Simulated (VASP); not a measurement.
## CaO: single point with PBE

CaO:

```
Ca O
1.0
     3.88216    0.00000    0.00000
    -1.94108    3.36205    0.00000
     0.00000    0.00000    4.72498
Ca O
2 2
Direct
  0.33333 0.66667 0.75000
  0.66667 0.33333 0.25000
  0.33333 0.66667 0.25000
  0.66667 0.33333 0.75000
```

This cell differs from its parent crystal: strained.

```yaml
Program: VASP 6.6.1
Task: single point
Functional: PBE
Potentials_or_basis: VASP PAW PBE potentials, release 64 (Ca_sv, O)
Cutoff: 520 eV
k_mesh: 9 × 9 × 6
Occupations: gaussian, width 0.02 eV
Spin: no spin polarisation
```

The pressure is 8.7 GPa. The band gap on the k mesh is 3.46 eV, direct.

Stress tensor (GPa, compression positive):
```
9.19 0.00 0.00
0.00 9.19 0.00
0.00 0.00 7.62
```

Levels at points of the mesh, in eV from the valence-band top:
```tsv
k point	band 12	band 13	band 14	band 15	band 16	band 17	band 18	band 19	band 20	band 21
(0.00, 0.00, 0.00)	-1.27	-1.26	-1.26	-1.08	0.00	3.46	6.36	6.36	7.91	8.15
(0.00, 0.00, 0.50)	-1.64	-1.39	-1.39	-1.39	-1.39	5.29	5.29	8.10	8.10	8.10
```

It used 130 s of CPU time on 1 thread of AMD EPYC 7R13 Processor (Zen 3), with other jobs on the host.

Caveat: the cell differs from its parent crystal (strained). A k mesh can miss the band edges.
